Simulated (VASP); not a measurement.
# MgO (I4/mmm) in VASP: a series of runs

Runs on MgO. Level: r2SCAN. Tasks: single point.

Everything below comes from runs of VASP 6.6.1. Logs are shortened: lines on timing, memory, paths and dates and some standing lists are left out, and cuts for length are marked.

## 1. The cell of the first run

The structure is tetragonal, space group I4/mmm (No. 139). The conventional cell has a = 2.973 Å, b = 2.973 Å, c = 4.078 Å, α = 90.00°, β = 90.00°, γ = 90.00°. Mg (site symmetry 4/mmm) has 6 O at 2.04 to 2.10 Å within 2.7 Å. Within 2.7 Å of O (site symmetry 4/mmm) lie 6 Mg at 2.04 to 2.10 Å.

## 2. Single point, r2SCAN (strain -0.0300 x Voigt [0, 0, 1, 0, 0, 0])

POSCAR

```
MgO
1.0
    0.0000000000      2.1021086852      2.0390454246
    2.1021086852      0.0000000000      2.0390454246
    2.1021086852      2.1021086852      0.0000000000
Mg O
1 1
Direct
    0.0000000000      0.0000000000      0.0000000000
    0.5000000000      0.5000000000      0.5000000000
```

INCAR.step1

```
PREC = Accurate
ENCUT = 520
ISMEAR = 0
SIGMA = 0.05
LREAL = False
LASPH = True
NELM = 60
NBANDS = 11
GGA = PE
ALGO = Normal
EDIFF = 1E-4
LWAVE = True
LCHARG = False
```

INCAR.step2

```
PREC = Accurate
ENCUT = 520
EDIFF = 1E-7
ISMEAR = 0
SIGMA = 0.05
LREAL = False
LASPH = True
NELM = 60
ALGO = Normal
ISIF = 2
LWAVE = False
LCHARG = False
METAGGA = R2SCAN
LMIXTAU = True
NBANDS = 11
ISTART = 1
```

KPOINTS

```
regular mesh
0
Gamma
  10 10 10
```

Potentials or basis: VASP PAW PBE potentials, release 64 (Mg, O).

The run is started by

```sh
$ cat potpaw_PBE.64/Mg/POTCAR potpaw_PBE.64/O/POTCAR > POTCAR
$ cp INCAR.step1 INCAR
$ mpirun -np 1 vasp_std > vasp.out
$ cp INCAR.step2 INCAR
$ mpirun -np 1 vasp_std > vasp.out
```

OUTCAR:

```text
PREC = Accurate
   ENCUT = 520
   EDIFF = 1E-7
   ISMEAR = 0
   LREAL = False
   LASPH = True
   NELM = 60
   ISIF = 2
   METAGGA = R2SCAN
   ISTART = 1

 ion  position               nearest neighbor table
   1  0.000  0.000  0.000-   2 2.04   2 2.04   2 2.10   2 2.10   2 2.10   2 2.10
   2  0.500  0.500  0.500-   1 2.04   1 2.04   1 2.10   1 2.10   1 2.10   1 2.10

  LATTYP: Found a body centered tetragonal cell.
 ALAT       =     2.9728306122
 C/A-ratio  =     1.3717871555

  Lattice vectors:

 A1 = (   0.0000000000,  -2.1021086852,  -2.0390454246)
 A2 = (   0.0000000000,   2.1021086852,  -2.0390454246)
 A3 = (   2.1021086852,   0.0000000000,   2.0390454246)

Analysis of symmetry for initial positions (statically):
=====================================================================
 Subroutine PRICEL returns:
 Original cell was already a primitive cell.

 Routine SETGRP: Setting up the symmetry group for a
 body centered tetragonal supercell.

 Subroutine GETGRP returns: Found 16 space group operations
 (whereof 16 operations were pure point group operations)
 out of a pool of 16 trial point group operations.

The static configuration has the point symmetry D_4h.

Analysis of symmetry for dynamics (positions and initial velocities):
=====================================================================
 Subroutine PRICEL returns:
 Original cell was already a primitive cell.

 Routine SETGRP: Setting up the symmetry group for a
 body centered tetragonal supercell.

 Subroutine GETGRP returns: Found 16 space group operations
 (whereof 16 operations were pure point group operations)
 out of a pool of 16 trial point group operations.

The dynamic configuration has the point symmetry D_4h.

 Subroutine INISYM returns: Found 16 space group operations
 (whereof 16 operations are pure point group operations),
 and found     1 'primitive' translations

----------------------------------------------------------------------------------------

                                     Primitive cell

  volume of cell :      18.0205

  direct lattice vectors                    reciprocal lattice vectors
     0.000000000  2.102108685  2.039045425    -0.237856398  0.237856398  0.245212781
     2.102108685  0.000000000  2.039045425     0.237856398 -0.237856398  0.245212781
     2.102108685  2.102108685  0.000000000     0.237856398  0.237856398 -0.245212781

  length of vectors
     2.928577670  2.928577670  2.972830612     0.416269913  0.416269913  0.416269913

  position of ions in fractional coordinates (direct lattice)
[... 8 lines left out ...]
----------------------------------------------------------------------------------------

 KPOINTS: regular mesh

Automatic generation of k-mesh.
 Grid dimensions read from file:
 generate k-points for:   10   10   10

 Generating k-lattice:

  Cartesian coordinates                     Fractional coordinates (reciprocal lattice)
    -0.023785640  0.023785640  0.024521278     0.100000000  0.000000000  0.000000000
     0.023785640 -0.023785640  0.024521278     0.000000000  0.100000000  0.000000000
     0.023785640  0.023785640 -0.024521278     0.000000000  0.000000000  0.100000000

  Length of vectors
     0.041626991  0.041626991  0.041626991

  Shift w.r.t. Gamma in fractional coordinates (k-lattice)
     0.000000000  0.000000000  0.000000000

 Subroutine IBZKPT returns following result:
 ===========================================

 Found    102 irreducible k-points:

 Following reciprocal coordinates:
            Coordinates               Weight
  0.000000  0.000000  0.000000      1.000000
  0.100000  0.000000  0.000000      8.000000
  0.200000  0.000000  0.000000      8.000000
  0.300000  0.000000  0.000000      8.000000
  0.400000 -0.000000  0.000000      8.000000
  0.500000  0.000000  0.000000      4.000000
[... 16 lines left out ...]
  0.300000  0.300000  0.000000      2.000000
  0.400000  0.300000  0.000000      8.000000
 [... further k-points ...]
   k-points           NKPTS =    102   k-points in BZ     NKDIM =    102   number of bands    NBANDS=     11
   number of dos      NEDOS =    301   number of ions     NIONS =      2
   total plane-waves  NPLWV =  13824
   dimension x,y,z NGX =    24 NGY =   24 NGZ =   24
   dimension x,y,z NGXF=    48 NGYF=   48 NGZF=   48
   ions per type =               1   1
   NGX,Y,Z   is equivalent  to a cutoff of  13.62, 13.62, 13.42 a.u.
   NGXF,Y,Z  is equivalent  to a cutoff of  27.25, 27.25, 26.84 a.u.
 SYSTEM =  unknown system
   PREC   = accura    normal or accurate (medium, high low for compatibility)
   ISTART =      1    job   : 0-new  1-cont  2-samecut
   ICHARG =      0    charge: 1-file 2-atom 10-const
   ISPIN  =      1    spin polarized calculation?
   LNONCOLLINEAR =      F non collinear calculations
   LSORBIT =      F    spin-orbit coupling
   LASPH  =      T    aspherical Exc in radial PAW
   ENCUT  =  520.0 eV  38.22 Ry    6.18 a.u.   5.45  5.45  5.53*2*pi/ulx,y,z
   NELM   =     60;   NELMIN=  2; NELMDL=  0     # of ELM steps
   EDIFF  = 0.1E-06   stopping-criterion for ELM
   LREAL  =      F    real-space projection
   EDIFFG = 0.1E-05   stopping-criterion for IOM
   NSW    =      0    number of steps for IOM
   IBRION =     -1    ionic relax: 0-MD 1-quasi-New 2-CG
   NFREE  =      0    steps in history (QN), initial steepest desc. (CG)
   ISIF   =      2    stress and relaxation
   ISYM   =      2    0-nonsym 1-usesym 2-fastsym
   POTIM  = 0.5000    time-step for ionic-motion
   TEBEG  =    0.0;   TEEND  =   0.0 temperature during run
   PSTRESS=    0.0 pullay stress
   NELECT =       8.0000    total number of electrons
   NUPDOWN=      -1.0000    fix difference up-down
   EMIN   =  10.00;   EMAX   =-10.00  energy-range for DOS
   EFERMI =   0.00;   METHOD = LEGACY
   ISMEAR =     0;   SIGMA  =   0.05  broadening in eV -4-tet -1-fermi 0-gaus
   EFERMI_NEDOS =   21; number of points for ismear=-14 and -15
   IALGO  =     38    algorithm
   IMIX   =      4    mixing-type and parameters
     AMIX     =   0.40;   BMIX     =  1.00
     AMIX_MAG =   1.60;   BMIX_MAG =  1.00
  volume/ion in A,a.u.               =       9.01        60.80
  Fermi-wavevector in a.u.,A,eV,Ry     =   1.248866  2.360014 21.220539  1.559666
  Thomas-Fermi vector in A             =   2.382933
   LORBIT       =      0    0 simple, 1 ext, 2 COOP (PROOUT), +10 PAW based schemes
   METAGGA = R2SCAN    functional components
   LHFCALC =     F    Hartree Fock is set to
   AEXX    =    0.0000 exact exchange contribution
   IVDW    =     0    specifies the selected vdW correction
   LEPSILON=     F    determine dielectric tensor
   LRPA    =     F    only Hartree local field effects (RPA)
 non-spin polarized calculation
 Gauss-broadening in eV      SIGMA  =   0.05
  energy-cutoff  :      520.00
  volume of cell :       18.02
 maximum number of plane-waves:       515
 NGX is ok and might be reduce to    24
   NGX = 11   NGY = 11   NGZ = 11

 number of electron       8.0000002 magnetization

 Free energy of the ion-electron system (eV)
  ---------------------------------------------------
  ext. energy  EPLUGINS =         0.00000000
  ---------------------------------------------------
  free energy    TOTEN  =       -16.14580758 eV

  energy without entropy =      -16.14580758  energy(sigma->0) =      -16.14580758

 E-fermi :   3.2920     XC(G=0): -11.7802

 val. band max:        3.0661574346   @ k =   0.0000   0.0000   0.0000
 cond. band min:       9.0129323657   @ k =   0.0000   0.0000   0.0000
 fundamental gap:      5.9467749311
 Fermi energy:         3.2920032508

 k-point     1 :       0.0000    0.0000    0.0000
  band No.  band energies     occupation
      1     -15.3456      2.00000
      2       2.9980      2.00000
      3       3.0662      2.00000
      4       3.0662      2.00000
      5       9.0129      0.00000
      6      19.9914      0.00000
      7      19.9914      0.00000
      8      20.3235      0.00000
      9      24.3536      0.00000
     10      25.6236      0.00000
     11      26.7029      0.00000

 k-point     2 :       0.1000    0.0000    0.0000
  band No.  band energies     occupation
      1     -15.2348      2.00000
      2       2.4030      2.00000
      3       2.9551      2.00000
      4       2.9858      2.00000
      5       9.6265      0.00000
      6      18.8438      0.00000
      7      20.2492      0.00000
      8      20.4863      0.00000
      9      25.0167      0.00000
     10      25.9252      0.00000
     11      26.1425      0.00000

 k-point     3 :       0.2000    0.0000    0.0000
  band No.  band energies     occupation
      1     -14.9307      2.00000
      2       1.0519      2.00000
      3       2.7815      2.00000
      4       2.7829      2.00000
      5      10.8358      0.00000
      6      17.3452      0.00000
      7      20.7488      0.00000
      8      21.0995      0.00000
      9      24.4658      0.00000
     10      25.1411      0.00000
     11      27.3992      0.00000

 k-point     4 :       0.3000    0.0000    0.0000
  band No.  band energies     occupation
      1     -14.5209      2.00000
      2      -0.3331      2.00000
      3       2.5451      2.00000
      4       2.5778      2.00000
      5      11.7578      0.00000
      6      16.7667      0.00000
      7      20.8398      0.00000
      8      21.4404      0.00000
      9      25.1084      0.00000
     10      25.4309      0.00000
     11      26.8498      0.00000

 k-point     5 :       0.4000   -0.0000    0.0000
  band No.  band energies     occupation
      1     -14.1549      2.00000
      2      -1.3517      2.00000
      3       2.3621      2.00000
      4       2.4199      2.00000
      5      12.0557      0.00000
      6      17.0277      0.00000
      7      20.6123      0.00000
      8      21.3368      0.00000
      9      26.1551      0.00000
     10      26.5581      0.00000
     11      26.8471      0.00000
[... 211 lines left out ...]
 k-point    21 :      -0.3000    0.2000    0.0000
  band No.  band energies     occupation
      1     -14.0883      2.00000
      2      -0.6782      2.00000
      3       1.1707      2.00000
      4       2.2960      2.00000
      5      13.5651      0.00000
      6      16.4702      0.00000
      7      18.8575      0.00000
      8      21.7358      0.00000
      9      24.6951      0.00000
     10      25.8751      0.00000
     11      30.7312      0.00000

 k-point    22 :      -0.2000    0.2000    0.0000
  band No.  band energies     occupation
      1     -14.4180      2.00000
      2      -0.0467      2.00000
      3       1.6249      2.00000
      4       2.5370      2.00000
      5      12.7959      0.00000
      6      16.3378      0.00000
      7      19.7406      0.00000
      8      22.2039      0.00000
      9      22.7619      0.00000
     10      26.2500      0.00000
     11      30.6092      0.00000

 k-point    23 :       0.3000    0.3000    0.0000
  band No.  band energies     occupation
      1     -14.2680      2.00000
      2      -0.1931      2.00000
      3       1.9907      2.00000
      4       1.9907      2.00000
      5      13.2678      0.00000
      6      14.3468      0.00000
      7      19.4667      0.00000
      8      22.5002      0.00000
      9      22.5002      0.00000
     10      28.6077      0.00000
     11      33.3007      0.00000

 k-point    24 :       0.4000    0.3000    0.0000
  band No.  band energies     occupation
      1     -14.0104      2.00000
      2      -0.6352      2.00000
      3       1.6234      2.00000
      4       1.8220      2.00000
      5      13.8220      0.00000
      6      14.2803      0.00000
      7      18.5418      0.00000
      8      22.7821      0.00000
      9      23.0687      0.00000
     10      29.5375      0.00000
     11      32.6671      0.00000

 [... further k-points ...]
[... 5 lines left out ...]
  --------------------------------------------------------------------------------------
  -------------------------------------------------------------------------------------
  Total        0.2117829      0.2117829      1.1406756      0.0000000     -0.0000000      0.0000000
  in kB       18.8293070     18.8293070    101.4157746      0.0000000     -0.0000000      0.0000000
  external PRESSURE =      46.3581295 kB  Pullay stress =       0.0000000 kB

 VOLUME and BASIS-vectors are now :
 -----------------------------------------------------------------------------
  energy-cutoff  :      520.00
  volume of cell :       18.02
      direct lattice vectors                 reciprocal lattice vectors
     0.000000000  2.102108685  2.039045425    -0.237856398  0.237856398  0.245212781
     2.102108685  0.000000000  2.039045425     0.237856398 -0.237856398  0.245212781
     2.102108685  2.102108685  0.000000000     0.237856398  0.237856398 -0.245212781

 POSITION                                       TOTAL-FORCE (eV/Angst)
 -----------------------------------------------------------------------------------
      0.00000      0.00000      0.00000         0.000000      0.000000      0.000000
      2.10211      2.10211      2.03905         0.000000     -0.000000      0.000000
 -----------------------------------------------------------------------------------
    total drift:                               -0.000000     -0.000000      0.000000

  FREE ENERGIE OF THE ION-ELECTRON SYSTEM (eV)
  ---------------------------------------------------
  free  energy   TOTEN  =       -16.1458075828 eV

  energy  without entropy=      -16.1458075828  energy(sigma->0) =      -16.14580758
```

It used 84 s of CPU time on 1 thread of AMD EPYC 7R13 Processor (Zen 3), with other jobs on the host.

Results:

* Free energy: -16.1458 eV
* Pressure: 4.6 GPa
* Band gap on the k mesh: 5.95 eV, direct

Caveat: the cell differs from its parent crystal (strain -0.0300 x Voigt [0, 0, 1, 0, 0, 0]); the PAW data sets were made with another functional, which shifts forces and pressure a little.

## 3. Single point, r2SCAN (strain -0.0150 x Voigt [0, 0, 1, 0, 0, 0])

POSCAR

```
MgO
1.0
    0.0000000000      2.1021086852      2.0705770549
    2.1021086852      0.0000000000      2.0705770549
    2.1021086852      2.1021086852      0.0000000000
Mg O
1 1
Direct
    0.0000000000      0.0000000000      0.0000000000
    0.5000000000      0.5000000000      0.5000000000
```

INCAR.step1

```
ALGO     = Normal         # electronic algorithm
EDIFF    = 1E-4           # SCF threshold, eV
ENCUT    = 520            # plane-wave cutoff, eV
GGA      = PE             # functional
ISMEAR   = 0              # smearing method
LASPH    = T              # aspherical terms in the spheres
LCHARG   = F              # write CHGCAR
LREAL    = F              # projectors in reciprocal space
LWAVE    = T              # write WAVECAR
NBANDS   = 11             # bands
NELM     = 80             # most SCF steps
PREC     = Accurate       # precision mode
SIGMA    = 0.05           # smearing width, eV
```

INCAR.step2

```
ALGO     = Normal         # electronic algorithm
EDIFF    = 1E-6           # SCF threshold, eV
ENCUT    = 520            # plane-wave cutoff, eV
ISIF     = 2              # what is computed and relaxed
ISMEAR   = 0              # smearing method
ISTART   = 1            
LASPH    = T              # aspherical terms in the spheres
LCHARG   = T              # write CHGCAR
LELF     = T              # ELF
LMIXTAU  = T            
LREAL    = F              # projectors in reciprocal space
LVHAR    = T            
LWAVE    = F              # write WAVECAR
METAGGA  = R2SCAN         # meta-GGA
NBANDS   = 11             # bands
NELM     = 80             # most SCF steps
PREC     = Accurate       # precision mode
SIGMA    = 0.05           # smearing width, eV
```

KPOINTS

```
k-points
0
Gamma
  10 10 10
```

Potentials or basis: VASP PAW PBE potentials, release 64 (Mg, O).

The run is started by

```sh
$ cat potpaw_PBE.64/Mg/POTCAR potpaw_PBE.64/O/POTCAR > POTCAR
$ cp INCAR.step1 INCAR
$ mpirun -np 1 vasp_std > vasp.out
$ cp INCAR.step2 INCAR
$ mpirun -np 1 vasp_std > vasp.out
```

Wall time 1.7 min (1 thread of AMD EPYC 7R13 (Zen 3), shared host); peak memory 0.13 GiB.

It converged, with:

* Free energy: -16.1583 eV
* Pressure: 1.6 GPa
* Band gap on the k mesh: 5.80 eV, direct

Stress tensor (GPa, compression positive):
```
0.34 0.00 0.00
0.00 0.34 0.00
0.00 0.00 3.99
```

Levels at points of the mesh, in eV from the valence-band top:
```tsv
k point	band 2	band 3	band 4	band 5	band 6	band 7
(0.00, 0.00, 0.00)	-0.03	0.00	0.00	5.80	16.89	16.89
(0.50, 0.00, 0.00)	-4.71	-0.72	-0.69	8.93	14.04	17.45
(0.50, 0.50, 0.00)	-4.16	-1.46	-1.46	9.94	11.27	14.65
(0.50, 0.00, 0.50)	-4.22	-1.44	-1.34	10.11	11.29	14.44
```

Caveat: the cell differs from its parent crystal (strain -0.0150 x Voigt [0, 0, 1, 0, 0, 0]); the PAW data sets were made with another functional, which shifts forces and pressure a little.

## 4. Single point, r2SCAN (strain +0.0150 x Voigt [0, 0, 1, 0, 0, 0])

POSCAR

```
MgO
1.0
    0.0000000000      2.1021086852      2.1336403155
    2.1021086852      0.0000000000      2.1336403155
    2.1021086852      2.1021086852      0.0000000000
Mg O
1 1
Direct
    0.0000000000      0.0000000000      0.0000000000
    0.5000000000      0.5000000000      0.5000000000
```

INCAR.step1

```
PREC = Accurate
ENCUT = 520
ISMEAR = 0
SIGMA = 0.05
LREAL = False
LASPH = True
NELM = 100
NBANDS = 11
GGA = PE
ALGO = Normal
EDIFF = 1E-4
LWAVE = True
LCHARG = False
```

INCAR.step2

```
PREC = Accurate
ENCUT = 520
EDIFF = 1E-7
ISMEAR = 0
SIGMA = 0.05
LREAL = False
LASPH = True
NELM = 100
ALGO = Normal
ISIF = 2
LWAVE = False
LCHARG = False
METAGGA = R2SCAN
LMIXTAU = True
NBANDS = 11
ISTART = 1
```

KPOINTS

```
Automatic mesh
0
Gamma
  10 10 10
```

The run is started by

```sh
$ cat potpaw_PBE.64/Mg/POTCAR potpaw_PBE.64/O/POTCAR > POTCAR
$ cp INCAR.step1 INCAR
$ mpirun -np 1 vasp_std > vasp.out
$ cp INCAR.step2 INCAR
$ mpirun -np 1 vasp_std > vasp.out
```

Run time: 1.7 min. Hardware: 1 thread of AMD EPYC 7R13 (Zen 3), shared host; peak memory 0.13 GiB.

The run converged. Its results:

```
Free energy            : -16.1558 eV
Pressure               : -3.5 GPa
Band gap on the k mesh : 5.49 eV, direct
```

Stress tensor (GPa, compression positive):
```
-2.50  0.00  0.00
 0.00 -2.50  0.00
 0.00  0.00 -5.36
```

Levels at points of the mesh, in eV from the valence-band top:
| k point | band 1 | band 2 | band 3 | band 4 | band 5 | band 6 | band 7 | band 8 | band 9 |
| --- | --- | --- | --- | --- | --- | --- | --- | --- | --- |
| (0.00, 0.00, 0.00) | -18.18 | -0.03 | -0.03 | 0.00 | 5.49 | 16.65 | 16.81 | 16.81 | 20.88 |
| (0.50, 0.00, 0.00) | -16.95 | -4.59 | -0.70 | -0.67 | 8.71 | 13.67 | 17.14 | 17.47 | 22.20 |
| (0.50, 0.50, 0.00) | -16.73 | -4.12 | -1.34 | -1.34 | 10.10 | 10.95 | 14.03 | 20.32 | 20.32 |
| (0.50, 0.00, 0.50) | -16.69 | -4.07 | -1.45 | -1.36 | 9.95 | 10.93 | 14.23 | 19.99 | 20.29 |

Caveat: the cell differs from its parent crystal (strain +0.0150 x Voigt [0, 0, 1, 0, 0, 0]); the PAW data sets were made with another functional, which shifts forces and pressure a little.

## 5. Overview

| cell | gap on the mesh (eV) | pressure (GPa) |
| --- | --- | --- |
| a = 2.929, b = 2.929, c = 2.973 Å, angles 59.5, 59.5, 61.0°, 2 atoms | 5.95 | 4.6 |
| a = 2.951, b = 2.951, c = 2.973 Å, angles 59.8, 59.8, 60.5°, 2 atoms | 5.80 | 1.6 |
| a = 2.995, b = 2.995, c = 2.973 Å, angles 60.2, 60.2, 59.5°, 2 atoms | 5.49 | -3.5 |

Alike in all rows: task single point; level r2SCAN; potentials or basis VASP PAW PBE potentials, release 64 (Mg, O); no spin polarisation; k mesh 10 × 10 × 10; cutoff (eV) 520; smearing gaussian 0.05 eV.

Caveats: the PAW data sets were made with another functional, which shifts forces and pressure a little.

Absolute energies hang on the potentials; compare differences alone.
